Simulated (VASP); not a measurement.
Wanted: the native input for a VASP 6.6.1 run.

| Item | Value |
| --- | --- |
| Task | relaxation of cell and atoms |
| Functional | PBE |
| Potentials or basis | VASP PAW PBE potentials, release 64 (Ta_pv, Mn_pv, B) |
| Cutoff | 600 eV |
| k mesh | 6 × 6 × 4 |
| Occupations | gaussian, width 0.1 eV |
| Spin | collinear spin, ferromagnetic start |
| Starting moments | [0.0, 4.0, 0.0, 0.0, 0.0, 0.0] μB |
| Dipole correction | no |
| Further INCAR settings | ALGO = Normal; EDIFF = 1e-06; IBRION = 2; EDIFFG = -0.04; NSW = 90; ISIF = 3 |

The structure of TaMnB4 lies in POSCAR:

```
TaMnB4
1.0
    3.0109374200      0.0000000000      0.0000000000
   -1.5054687100      2.6075483000      0.0000000000
    0.0000000000      0.0000000000      6.3614193300
Ta Mn B
1 1 4
Direct
    0.0000000000      0.0000000000      0.5000000000
    0.0000000000      0.0000000000      0.0000000000
    0.3333333300      0.6666666700      0.7438020100
    0.3333333300      0.6666666700      0.2561979900
    0.6666666700      0.3333333300      0.7438020100
    0.6666666700      0.3333333300      0.2561979900
```

The cell was built from a structure type or drawn by symmetry, and may not be a known phase.

One way to write it, as run:

INCAR

```
SYSTEM = TaMnB4
ALGO = Normal
EDIFF = 1E-6
EDIFFG = -0.04
ENCUT = 600
GGA = PE
IBRION = 2
ISIF = 3
ISMEAR = 0
ISPIN = 2
LASPH = .True.
LCHARG = .False.
LMAXMIX = 4
LORBIT = 11
LREAL = .False.
LWAVE = .False.
MAGMOM = 0 4 0 0 0 0
NELM = 150
NSW = 90
PREC = Accurate
SIGMA = 0.1
```

KPOINTS

```
k-points
0
Gamma
  6 6 4
  0 0 0
```

Potentials or basis: VASP PAW PBE potentials, release 64 (Ta_pv, Mn_pv, B).

Run with:

```sh
$ cat potpaw_PBE.64/Ta_pv/POTCAR potpaw_PBE.64/Mn_pv/POTCAR potpaw_PBE.64/B/POTCAR > POTCAR
$ mpirun -np 1 vasp_std > vasp.out
```

Results of the run:

- Relaxed volume: 8.48 Å³/atom
- Relaxed cell: a = 3.045 Å, b = 3.045 Å, c = 6.339 Å, α = 90.00°, β = 90.00°, γ = 120.00°
- Space group after relaxing (to 0.1 Å): P6/mmm (No. 191)
- Energy gained by relaxing: 79.1 meV/atom
- Ionic steps: 9
- Pressure after relaxing: 0.6 GPa
- Largest force after relaxing: 0.029 eV/Å
- Net moment: 2.51 μB per cell
- Site moments: Ta +0.01; Mn +2.45; B +0.00 μB
- Valence electrons inside the program's atomic spheres: Ta 9.04; Mn 11.84; B 1.99

Caveat: the k points lie up to 0.40 Å⁻¹ apart in the final cell; a cell with one magnetic atom can't hold antiferromagnetic order, which such compounds often take.

Run time: 4.7 min on 1 thread of AMD EPYC 9R14 (Zen 4), on a shared host, peak memory 0.21 GiB.
